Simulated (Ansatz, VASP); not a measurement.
# One calculation of MgO, two programs

Contents of INCAR:

```
PREC = Accurate
ENCUT = 520
EDIFF = 1E-7
ISMEAR = -1
SIGMA = 0.05
LREAL = False
LASPH = True
NELM = 100
ALGO = Normal
ISIF = 2
LWAVE = False
LCHARG = False
GGA = PS
NBANDS = 11
```

KPOINTS

```
Automatic mesh
0
Gamma
  10 10 10
```

File POSCAR:

```
MgO
1.0
    2.8983130506      0.0000000000      0.0000000000
   -1.4491565253      2.5100127300      0.0000000000
    0.0000000000      0.0000000000      2.6434636685
Mg O
1 1
Direct
    0.0000000000      0.0000000000      0.0000000000
    0.3333333333      0.6666666667      0.5000000000
```

File input.yaml:

```yaml
crystal:
  lattice:
    - [2.8983130506, 0.0, 0.0]
    - [-1.4491565253, 2.51001273, 0.0]
    - [0.0, 0.0, 2.6434636685]
  atoms:
    - { symbol: Mg, position: [0.0, 0.0, 0.0] }
    - { symbol: O, position: [0.3333333333, 0.6666666667, 0.5] }
kpoints:
  mp_grid: { grid: [10, 10, 10] }
scf:
  occupations: { method: fermi_dirac, width: 0.05 }
hamiltonian:
  xc: pbesol
  pseudopotentials: { kind: all_electron, lapw: { basis_error: 0.001 } }
output:
  forces: true
  stress: true
  eigenvalues: true
```

Change from the starting cell: volume scaled by 0.96.

Alike in both runs: task single point; functional PBEsol; k mesh 10 × 10 × 10; occupations fermi-dirac, width 0.05 eV; no spin polarisation.

|  | VASP | Ansatz |
| --- | --- | --- |
| version | VASP 6.6.1 | Ansatz 0.2.0 |
| potentials or method | VASP PAW PBE potentials, release 64 (Mg, O), cutoff 520 eV | all-electron LAPW, scalar-relativistic |

|  | VASP | Ansatz | Ansatz less VASP |
| --- | --- | --- | --- |
| gap on the k mesh at the Fermi level (eV) | 3.24 | 3.24 | +0.002 |
| least direct gap on the mesh (eV) | 3.64 | 3.64 | 0.000 |
| pressure (GPa) | 1.5 | 2.0 | +0.51 |
| traceless stress, the component that is largest in VASP (GPa) | 0.81 | 0.88 | +0.063 |

VASP's potentials were made for PBE, not for PBEsol. Ansatz ran all-electron here, and VASP with PAW potentials.
